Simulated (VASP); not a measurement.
Input of a VASP 6.6.1 run:

File INCAR:

```
SYSTEM = Te2Mo
ALGO = Normal ; EDIFF = 1E-7
ENCUT = 520 ; GGA = PE
ISIF = 2 ; ISMEAR = 0
IVDW = 12 ; LASPH = .TRUE.
LCHARG = .TRUE. ; LELF = .TRUE.
LREAL = .FALSE. ; LVHAR = .TRUE.
LWAVE = .FALSE. ; NBANDS = 35
NELM = 100 ; PREC = Accurate
SIGMA = 0.05
```

The input KPOINTS:

```
k-points
0
G
  12 12 2
  0 0 0
```

POSCAR

```
Te2Mo
1.0
    3.3915091152      0.0000000000      0.0000000000
   -1.6957545576      2.9371330509      0.0000000000
    0.0000000000      0.0000000000     13.7008448353
Te Mo
4 2
Direct
    0.3333333333      0.6666666667      0.6173401526
    0.6666666667      0.3333333333      0.1173401526
    0.3333333333      0.6666666667      0.8826598474
    0.6666666667      0.3333333333      0.3826598474
    0.3333333333      0.6666666667      0.2500000000
    0.6666666667      0.3333333333      0.7500000000
```

Potentials or basis: VASP PAW PBE potentials, release 64 (Te, Mo_sv).

Run with:

```sh
$ cat potpaw_PBE.64/Te/POTCAR potpaw_PBE.64/Mo_sv/POTCAR > POTCAR
$ mpirun -np 1 vasp_std > vasp.out
```

(1) Predict the band gap on the k mesh.

(2) What does it give for the largest force?

## Answers

(1) 0.64 eV (least direct gap 0.93 eV).

(2) 0.602 eV/Å.

Caveat: the cell differs from its parent crystal (strain -0.0300 x Voigt [1, 1, 0, 0, 0, 0]); spin-orbit coupling is left out, which moves the levels of the heavy elements.
